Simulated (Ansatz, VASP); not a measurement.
**Re in VASP and in Ansatz**

```
Re
1.0
     2.75983    0.00000    0.00000
    -1.37991    2.39008    0.00000
     0.00000    0.00000    4.45723
Re
2
Direct
  0.33333 0.66667 0.25000
  0.66667 0.33333 0.75000
```

Alike in both runs: task single point; functional r2SCAN; k mesh 11 × 11 × 6; occupations fermi-dirac, width 0.1 eV; no spin polarisation.

|  | VASP | Ansatz |
| --- | --- | --- |
| version | VASP 6.6.1 | Ansatz 0.2.0 |
| potentials or method | VASP PAW PBE potentials, release 64 (Re), cutoff 520 eV | plane waves (500 eV) with PAW, scalar-relativistic |
| valence electrons in the cell | 14 | 30 |

Ansatz gave:

- pressure (GPa): 0.1
- traceless stress, the component that is largest in VASP (GPa): 0.59

**Question.** What did VASP give for the same quantities?

**Answer.** Pressure (GPa): 0.2; traceless stress, the component that is largest in VASP (GPa): 0.51.

VASP's potentials were made for PBE, not for r2SCAN. VASP's potentials hold 14 valence electrons a cell and Ansatz's 30, so a difference there can come from the potentials and not from the codes.

Neither program's run includes spin-orbit coupling.
